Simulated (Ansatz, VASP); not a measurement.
**Two plane-wave programs on Li2S**

File INCAR:

```
PREC     = Accurate       # precision mode
ENCUT    = 750            # plane-wave cutoff, eV
EDIFF    = 1E-6           # SCF threshold, eV
ISMEAR   = 0              # smearing method
SIGMA    = 0.01           # smearing width, eV
LREAL    = False          # projectors in reciprocal space
LASPH    = True           # aspherical terms in the spheres
NELM     = 120            # most SCF steps
ALGO     = Normal         # electronic algorithm
ISIF     = 2              # what is computed and relaxed
LWAVE    = False          # write WAVECAR
LCHARG   = True           # write CHGCAR
GGA      = PE             # functional
LELF     = True           # ELF
LVHAR    = True         
NBANDS   = 13             # bands
GGA_COMPAT= False
```

Contents of KPOINTS:

```
regular mesh
0
Gamma
  6 6 6
```

File POSCAR:

```
Li2S
1.0
    0.0000000000      2.8810763611      2.8810763611
    2.8810763611      0.0000000000      2.8810763611
    2.8810763611      2.8810763611      0.0000000000
S Li
1 2
Direct
    0.0000000000      0.0000000000      0.0000000000
    0.2500000000      0.2500000000      0.2500000000
    0.7500000000      0.7500000000      0.7500000000
```

Input for Ansatz:

```yaml
crystal:
  lattice:
    - [0.0, 2.8810763611, 2.8810763611]
    - [2.8810763611, 0.0, 2.8810763611]
    - [2.8810763611, 2.8810763611, 0.0]
  atoms:
    - { symbol: S, position: [0.0, 0.0, 0.0] }
    - { symbol: Li, position: [0.25, 0.25, 0.25] }
    - { symbol: Li, position: [0.75, 0.75, 0.75] }
kpoints:
  mp_grid: { grid: [6, 6, 6] }
hamiltonian:
  xc: pbe
scf:
  occupations: { method: fixed }
  n_extra_bands: 4
output:
  forces: true
  stress: true
  eigenvalues: true
```

Alike in both runs: task single point; functional PBE; k mesh 6 × 6 × 6; no spin polarisation.

|  | VASP | Ansatz |
| --- | --- | --- |
| version | VASP 6.6.1 | Ansatz 0.2.0 |
| potentials or method | VASP PAW PBE potentials, release 64 (S, Li_sv) | plane waves, PAW |
| plane-wave cutoff (eV) | 750 | 420 |
| occupations | gaussian, width 0.01 eV | fixed |
| valence electrons in the cell | 12 | 12 |

Ansatz gave:

- gap on the k mesh at the Fermi level (eV): 3.41
- pressure (GPa): -1.1

**Question.** What did VASP give for the same quantities?

**Answer.** gap on the k mesh at the Fermi level (eV): 3.41; pressure (GPa): -1.3.
